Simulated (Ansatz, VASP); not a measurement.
# Bi: VASP beside Ansatz

```
CELL_PARAMETERS angstrom
0.00000 2.41093 2.41093
2.41093 0.00000 2.41093
2.41093 2.41093 0.00000
ATOMIC_POSITIONS crystal
Bi 0.00000 0.00000 0.00000
```

Alike in both runs: task single point; functional PBE; k mesh 12 × 12 × 12; occupations fermi-dirac, width 0.1 eV; no spin polarisation.

|  | VASP | Ansatz |
| --- | --- | --- |
| version | VASP 6.6.1 | Ansatz 0.2.0 |
| potentials or method | VASP PAW PBE potentials, release 64 (Bi_d), cutoff 520 eV | plane waves (420 eV) with PAW, scalar-relativistic |
| valence electrons in the cell | 15 | 15 |

Ansatz gave:

| Quantity | Value |
| --- | --- |
| pressure (GPa) | 8.6 |

Task: What did VASP give for the same quantities?

Result: Pressure (GPa): 8.5.

With one functional, cell and mesh, what is left measures potentials, basis and numerics.

Spin-orbit coupling is off throughout.
